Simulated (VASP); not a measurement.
# BaS (R3m) in VASP: single point with r2SCAN

Aim: the single point of BaS with r2SCAN.

All numbers are computed with VASP 6.6.1; they aren't measurements. Logs are shortened: lines on timing, memory, paths and dates and some standing lists are left out, and cuts for length are marked.

## (1) The cell of the first run

The structure is trigonal, space group R3m (No. 160). The conventional cell has a = 4.775 Å, b = 4.775 Å, c = 12.738 Å, α = 90.00°, β = 90.00°, γ = 120.00°. Ba (site symmetry 3m) has 4 S at 3.01 to 3.05 Å within 4.0 Å. Within 4.0 Å of S (site symmetry 3m) lie 4 Ba at 3.01 to 3.05 Å.

## (2) Single point, r2SCAN (epitaxial 111 strain -4.1%)

POSCAR reads:

```
BaS
1.0
    0.2005668287      3.5767385405      3.5767385405
    3.5767385405      0.2005668287      3.5767385405
    3.5767385405      3.5767385405      0.2005668287
Ba S
1 1
Direct
    0.0053788689      0.0053788689      0.0053788689
    0.2446211311      0.2446211311      0.2446211311
```

INCAR.step1 reads:

```
SYSTEM = BaS
PREC = Accurate
ENCUT = 520
ISMEAR = 0
SIGMA = 0.01
LREAL = .FALSE.
LASPH = .TRUE.
NELM = 80
NBANDS = 15
GGA = PE
ALGO = Normal
EDIFF = 1E-4
LWAVE = .TRUE.
LCHARG = .FALSE.
```

INCAR.step2 reads:

```
SYSTEM = BaS
PREC = Accurate
ENCUT = 520
EDIFF = 1E-7
ISMEAR = 0
SIGMA = 0.01
LREAL = .FALSE.
LASPH = .TRUE.
NELM = 80
ALGO = Normal
ISIF = 2
LWAVE = .FALSE.
LCHARG = .FALSE.
METAGGA = R2SCAN
LMIXTAU = .TRUE.
NBANDS = 15
ISTART = 1
```

KPOINTS reads:

```
regular mesh
0
G
  6 6 6
  0 0 0
```

Potentials or basis: VASP PAW PBE potentials, release 64 (Ba_sv, S).

Launch:

```sh
$ cat potpaw_PBE.64/Ba_sv/POTCAR potpaw_PBE.64/S/POTCAR > POTCAR
$ cp INCAR.step1 INCAR
$ mpirun -np 1 vasp_std > vasp.out
$ cp INCAR.step2 INCAR
$ mpirun -np 1 vasp_std > vasp.out
```

OUTCAR:

```text
SYSTEM = BaS
   PREC = Accurate
   ENCUT = 520
   EDIFF = 1E-7
   ISMEAR = 0
   LREAL = .FALSE.
   LASPH = .TRUE.
   NELM = 80
   ISIF = 2
   METAGGA = R2SCAN
   ISTART = 1

 ion  position               nearest neighbor table
   1  0.005  0.005  0.005-   2 3.01   2 3.01   2 3.01   2 3.05
   2  0.245  0.245  0.245-   1 3.01   1 3.01   1 3.01   1 3.05

  LATTYP: Found a trigonal (rhomboedric) cell.
 ALAT       =     5.0622469544
 COS(alpha) =     0.5552024383

  Lattice vectors:

 A1 = (   0.2005668287,   3.5767385405,   3.5767385405)
 A2 = (   3.5767385405,   0.2005668287,   3.5767385405)
 A3 = (   3.5767385405,   3.5767385405,   0.2005668287)

Analysis of symmetry for initial positions (statically):
=====================================================================
 Subroutine PRICEL returns:
 Original cell was already a primitive cell.

 Routine SETGRP: Setting up the symmetry group for a
 trigonal (rhombohedral) supercell.

 Subroutine GETGRP returns: Found  6 space group operations
 (whereof  6 operations were pure point group operations)
 out of a pool of 12 trial point group operations.

The static configuration has the point symmetry C_3v.

Analysis of symmetry for dynamics (positions and initial velocities):
=====================================================================
 Subroutine PRICEL returns:
 Original cell was already a primitive cell.

 Routine SETGRP: Setting up the symmetry group for a
 trigonal (rhombohedral) supercell.

 Subroutine GETGRP returns: Found  6 space group operations
 (whereof  6 operations were pure point group operations)
 out of a pool of 12 trial point group operations.

The dynamic configuration has the point symmetry C_3v.

 Subroutine INISYM returns: Found  6 space group operations
 (whereof  6 operations are pure point group operations),
 and found     1 'primitive' translations

----------------------------------------------------------------------------------------

                                     Primitive cell

  volume of cell :      83.8253

  direct lattice vectors                    reciprocal lattice vectors
     0.200566829  3.576738541  3.576738541    -0.152135775  0.144057691  0.144057691
     3.576738541  0.200566829  3.576738541     0.144057691 -0.152135775  0.144057691
     3.576738541  3.576738541  0.200566829     0.144057691  0.144057691 -0.152135775

  length of vectors
     5.062246954  5.062246954  5.062246954     0.254264686  0.254264686  0.254264686

  position of ions in fractional coordinates (direct lattice)
     0.005378869  0.005378869  0.005378869
     0.244621131  0.244621131  0.244621131

  ion indices of the primitive-cell ions
   primitive index   ion index
                 1           1
                 2           2

----------------------------------------------------------------------------------------

 KPOINTS: regular mesh

Automatic generation of k-mesh.
 Grid dimensions read from file:
 generate k-points for:    6    6    6

 Generating k-lattice:

  Cartesian coordinates                     Fractional coordinates (reciprocal lattice)
    -0.025355962  0.024009615  0.024009615     0.166666667 -0.000000000 -0.000000000
     0.024009615 -0.025355962  0.024009615    -0.000000000  0.166666667 -0.000000000
     0.024009615  0.024009615 -0.025355962    -0.000000000 -0.000000000  0.166666667

  Length of vectors
     0.042377448  0.042377448  0.042377448

  Shift w.r.t. Gamma in fractional coordinates (k-lattice)
     0.000000000  0.000000000  0.000000000

 Subroutine IBZKPT returns following result:
 ===========================================

 Found     32 irreducible k-points:

 Following reciprocal coordinates:
            Coordinates               Weight
  0.000000  0.000000  0.000000      1.000000
  0.166667 -0.000000 -0.000000      6.000000
  0.333333  0.000000 -0.000000      6.000000
  0.500000  0.000000  0.000000      3.000000
  0.166667  0.166667 -0.000000      6.000000
  0.333333  0.166667  0.000000     12.000000
[... 16 lines left out ...]
  0.500000  0.500000  0.166667      6.000000
 -0.333333  0.500000  0.166667     12.000000
 [... further k-points ...]
   k-points           NKPTS =     32   k-points in BZ     NKDIM =     32   number of bands    NBANDS=     15
   number of dos      NEDOS =    301   number of ions     NIONS =      2
   total plane-waves  NPLWV =  64000
   dimension x,y,z NGX =    40 NGY =   40 NGZ =   40
   dimension x,y,z NGXF=    80 NGYF=   80 NGZF=   80
   ions per type =               1   1
   NGX,Y,Z   is equivalent  to a cutoff of  13.14, 13.14, 13.14 a.u.
   NGXF,Y,Z  is equivalent  to a cutoff of  26.27, 26.27, 26.27 a.u.
 SYSTEM =  BaS
   PREC   = accura    normal or accurate (medium, high low for compatibility)
   ISTART =      1    job   : 0-new  1-cont  2-samecut
   ICHARG =      0    charge: 1-file 2-atom 10-const
   ISPIN  =      1    spin polarized calculation?
   LNONCOLLINEAR =      F non collinear calculations
   LSORBIT =      F    spin-orbit coupling
   LASPH  =      T    aspherical Exc in radial PAW
   ENCUT  =  520.0 eV  38.22 Ry    6.18 a.u.   9.41  9.41  9.41*2*pi/ulx,y,z
   NELM   =     80;   NELMIN=  2; NELMDL=  0     # of ELM steps
   EDIFF  = 0.1E-06   stopping-criterion for ELM
   LREAL  =      F    real-space projection
   EDIFFG = 0.1E-05   stopping-criterion for IOM
   NSW    =      0    number of steps for IOM
   IBRION =     -1    ionic relax: 0-MD 1-quasi-New 2-CG
   NFREE  =      0    steps in history (QN), initial steepest desc. (CG)
   ISIF   =      2    stress and relaxation
   ISYM   =      2    0-nonsym 1-usesym 2-fastsym
   POTIM  = 0.5000    time-step for ionic-motion
   TEBEG  =    0.0;   TEEND  =   0.0 temperature during run
   PSTRESS=    0.0 pullay stress
   NELECT =      16.0000    total number of electrons
   NUPDOWN=      -1.0000    fix difference up-down
   EMIN   =  10.00;   EMAX   =-10.00  energy-range for DOS
   EFERMI =   0.00;   METHOD = LEGACY
   ISMEAR =     0;   SIGMA  =   0.01  broadening in eV -4-tet -1-fermi 0-gaus
   EFERMI_NEDOS =   21; number of points for ismear=-14 and -15
   IALGO  =     38    algorithm
   IMIX   =      4    mixing-type and parameters
     AMIX     =   0.40;   BMIX     =  1.00
     AMIX_MAG =   1.60;   BMIX_MAG =  1.00
  volume/ion in A,a.u.               =      41.91       282.84
  Fermi-wavevector in a.u.,A,eV,Ry     =   0.942591  1.781238 12.088462  0.888477
  Thomas-Fermi vector in A             =   2.070215
   LORBIT       =      0    0 simple, 1 ext, 2 COOP (PROOUT), +10 PAW based schemes
   METAGGA = R2SCAN    functional components
   LHFCALC =     F    Hartree Fock is set to
   AEXX    =    0.0000 exact exchange contribution
   IVDW    =     0    specifies the selected vdW correction
   LEPSILON=     F    determine dielectric tensor
   LRPA    =     F    only Hartree local field effects (RPA)
 non-spin polarized calculation
 Gauss-broadening in eV      SIGMA  =   0.01
  energy-cutoff  :      520.00
  volume of cell :       83.83
 maximum number of plane-waves:      2278
 NGX is ok and might be reduce to    40
   NGX = 19   NGY = 19   NGZ = 19

 number of electron      15.9999999 magnetization

 Free energy of the ion-electron system (eV)
  ---------------------------------------------------
  ext. energy  EPLUGINS =         0.00000000
  ---------------------------------------------------
  free energy    TOTEN  =       -38.57690437 eV

  energy without entropy =      -38.57690437  energy(sigma->0) =      -38.57690437

 E-fermi :  -0.1654     XC(G=0):  -7.7671

 val. band max:       -0.2308055590   @ k =   0.5000   0.5000  -0.0000
 cond. band min:       2.8745588599   @ k =   0.0000   0.0000   0.0000
 fundamental gap:      3.1053644189
 Fermi energy:        -0.1654214865

 k-point     1 :       0.0000    0.0000    0.0000
  band No.  band energies     occupation
      1     -27.0049      2.00000
      2     -11.7866      2.00000
      3     -11.7650      2.00000
      4     -11.7650      2.00000
      5     -10.6336      2.00000
      6      -1.1111      2.00000
      7      -0.8954      2.00000
      8      -0.8954      2.00000
      9       2.8746      0.00000
     10       5.3236      0.00000
     11       5.3236      0.00000
     12       7.2413      0.00000
     13       7.2413      0.00000
     14       7.5154      0.00000
     15       9.4766      0.00000

 k-point     2 :       0.1667   -0.0000   -0.0000
  band No.  band energies     occupation
      1     -26.9993      2.00000
      2     -12.0544      2.00000
      3     -11.7806      2.00000
      4     -11.7766      2.00000
      5     -10.3701      2.00000
      6      -1.0713      2.00000
      7      -0.9197      2.00000
      8      -0.8397      2.00000
      9       3.4937      0.00000
     10       4.9974      0.00000
     11       5.1980      0.00000
     12       6.9109      0.00000
     13       7.7843      0.00000
     14       7.8282      0.00000
     15       9.2017      0.00000

 k-point     3 :       0.3333    0.0000   -0.0000
  band No.  band energies     occupation
      1     -26.9881      2.00000
      2     -12.4205      2.00000
      3     -11.8115      2.00000
      4     -11.7958      2.00000
      5     -10.0279      2.00000
      6      -0.9794      2.00000
      7      -0.7855      2.00000
      8      -0.7463      2.00000
      9       4.3576      0.00000
     10       4.8530      0.00000
     11       5.4488      0.00000
     12       6.3618      0.00000
     13       7.3565      0.00000
     14       7.8699      0.00000
     15       8.2589      0.00000
[... 343 lines left out ...]
 k-point    23 :       0.5000    0.5000    0.1667
  band No.  band energies     occupation
      1     -26.9809      2.00000
      2     -12.6259      2.00000
      3     -11.9095      2.00000
      4     -11.8573      2.00000
      5      -9.6443      2.00000
      6      -1.2564      2.00000
      7      -0.4256      2.00000
      8      -0.3247      2.00000
      9       3.4672      0.00000
     10       4.6778      0.00000
     11       6.0742      0.00000
     12       7.0115      0.00000
     13       7.3069      0.00000
     14       8.0659      0.00000
     15       9.8048      0.00000

 k-point    24 :      -0.3333    0.5000    0.1667
  band No.  band energies     occupation
      1     -26.9776      2.00000
      2     -12.6462      2.00000
      3     -11.9269      2.00000
      4     -11.8833      2.00000
      5      -9.6215      2.00000
      6      -1.1261      2.00000
      7      -0.5694      2.00000
      8      -0.2409      2.00000
      9       3.4383      0.00000
     10       4.5348      0.00000
     11       6.3506      0.00000
     12       6.7192      0.00000
     13       7.6986      0.00000
     14       9.0207      0.00000
     15       9.3841      0.00000

 [... further k-points ...]

------------------------ aborting loop because EDIFF is reached ----------------------------------------

  FORCE on cell =-STRESS in cart. coord.  units (eV):
  Direction    XX          YY          ZZ          XY          YZ          ZX
  --------------------------------------------------------------------------------------
  -------------------------------------------------------------------------------------
  Total        0.7563456      0.7563456      0.7563456     -0.2509172     -0.2509172     -0.2509172
  in kB       14.4562472     14.4562472     14.4562472     -4.7958512     -4.7958512     -4.7958512
  external PRESSURE =      14.4562472 kB  Pullay stress =       0.0000000 kB

 VOLUME and BASIS-vectors are now :
 -----------------------------------------------------------------------------
  energy-cutoff  :      520.00
  volume of cell :       83.83
      direct lattice vectors                 reciprocal lattice vectors
     0.200566829  3.576738541  3.576738541    -0.152135775  0.144057691  0.144057691
     3.576738541  0.200566829  3.576738541     0.144057691 -0.152135775  0.144057691
     3.576738541  3.576738541  0.200566829     0.144057691  0.144057691 -0.152135775

 POSITION                                       TOTAL-FORCE (eV/Angst)
 -----------------------------------------------------------------------------------
      0.03956      0.03956      0.03956         0.014082      0.014082      0.014082
      1.79895      1.79895      1.79895        -0.014082     -0.014082     -0.014082
 -----------------------------------------------------------------------------------
    total drift:                               -0.000172     -0.000172     -0.000172

  FREE ENERGIE OF THE ION-ELECTRON SYSTEM (eV)
  ---------------------------------------------------
  free  energy   TOTEN  =       -38.5769043739 eV

  energy  without entropy=      -38.5769043739  energy(sigma->0) =      -38.57690437
```

It took 2.6 min on 1 thread of Intel Xeon Platinum 8375C at 2.90GHz (Ice Lake), shared host; peak memory 0.27 GiB.

What came out:

```
Free energy            : -38.5769 eV
Pressure               : 1.4 GPa
Largest force          : 0.024 eV/Å
Band gap on the k mesh : 3.11 eV (least direct gap 3.68 eV)
```

Forces in eV/Å, atoms in the order of the input:
```
Ba   0.014  0.014  0.014
S   -0.014 -0.014 -0.014
```

Stress tensor (GPa, compression positive):
```
 1.45 -0.48 -0.48
-0.48  1.45 -0.48
-0.48 -0.48  1.45
```

Caveat: the cell differs from its parent crystal (epitaxial 111 strain -4.1%); the PAW data sets were made with another functional, which shifts forces and pressure a little; spin-orbit coupling is left out, which moves the levels of the heavy elements.
